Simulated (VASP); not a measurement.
Input of a VASP 6.6.1 run:

INCAR

```
PREC = Accurate
ENCUT = 520
EDIFF = 1E-7
ISMEAR = 0
SIGMA = 0.05
LREAL = False
LASPH = True
NELM = 100
ALGO = Normal
ISIF = 2
LWAVE = False
LCHARG = False
LDIPOL = True
IDIPOL = 3
DIPOL = 0.5 0.5 0.395
GGA = PE
IVDW = 12
NBANDS = 31
```

File KPOINTS:

```
Automatic mesh
0
Gamma
  9 9 1
```

The input POSCAR:

```
PtS2
1.0
    3.5415278079      0.0000000000      0.0000000000
   -1.7707639039      3.0670530498      0.0000000000
    0.0000000000      0.0000000000     22.4670615492
S Pt
4 2
Direct
    0.6666666667      0.3333333333      0.2002932155
    0.3333333333      0.6666666667      0.3108341854
    0.3333333333      0.6666666667      0.4795255824
    0.6666666667      0.3333333333      0.5900665523
    0.0000000000      0.0000000000      0.2555637004
    1.0000000000      1.0000000000      0.5347960674
```

Potentials or basis: VASP PAW PBE potentials, release 64 (S, Pt).

The run is started by

```bash
$ cat potpaw_PBE.64/S/POTCAR potpaw_PBE.64/Pt/POTCAR > POTCAR
$ mpirun -np 1 vasp_std > vasp.out
```

**Question.** What does it give for the band gap on the k mesh?

**Answer.** 1.54 eV (least direct gap 1.63 eV).

**Question.** Estimate the largest force.

**Answer.** 0.042 eV/Å.

**Question.** Estimate the dispersion energy per atom.

**Answer.** -0.306 eV.

Forces in eV/Å, atoms in the order of the input:
```
S    0.000  0.000  0.042
S    0.000  0.000 -0.018
S    0.000  0.000  0.018
S    0.000  0.000 -0.042
Pt   0.000  0.000  0.038
Pt   0.000  0.000 -0.038
```

Caveat: spin-orbit coupling is left out, which moves the levels of the heavy elements.
